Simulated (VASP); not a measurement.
A run of VASP 6.6.1 is set up as follows.

File INCAR:

```
SYSTEM = WC
PREC     = Accurate       ! precision mode
ENCUT    = 600            ! plane-wave cutoff, eV
EDIFF    = 1E-6           ! SCF threshold, eV
ISMEAR   = 0              ! smearing method
SIGMA    = 0.1            ! smearing width, eV
LREAL    = .FALSE.        ! projectors in reciprocal space
LASPH    = .TRUE.         ! aspherical terms in the spheres
NELM     = 120            ! most SCF steps
ALGO     = Normal         ! electronic algorithm
ISIF     = 2              ! what is computed and relaxed
LWAVE    = .FALSE.        ! write WAVECAR
LCHARG   = .FALSE.        ! write CHGCAR
GGA      = PS             ! functional
NBANDS   = 16             ! bands
GGA_COMPAT= .FALSE.
```

File KPOINTS:

```
regular mesh
0
G
  14 14 14
  0 0 0
```

File POSCAR:

```
WC
1.0
    0.0000000000      2.1926840000      2.1926840000
    2.1926840000      0.0000000000      2.1926840000
    2.1926840000      2.1926840000      0.0000000000
W C
1 1
Direct
    0.0000000000      0.0000000000      0.0000000000
    0.4897386035      0.5102613965      0.5102613965
```

Potentials or basis: VASP PAW PBE potentials, release 64 (W_sv, C).

Launch:

```console
$ cat potpaw_PBE.64/W_sv/POTCAR potpaw_PBE.64/C/POTCAR > POTCAR
$ mpirun -np 1 vasp_std > vasp.out
```

(1) Predict the largest force.

(2) What does it give for the band gap on the k mesh?

(3) Estimate the pressure.

Results:

(1) 0.293 eV/Å.

(2) zero (band 9 reaches 13.29 eV, above the bottom of band 10 at 10.23 eV).

(3) -8.8 GPa.

Caveat: the cell differs from its parent crystal (one atom moved); the PAW data sets were made with another functional, which shifts forces and pressure a little; spin-orbit coupling is left out, which moves the levels of the heavy elements.
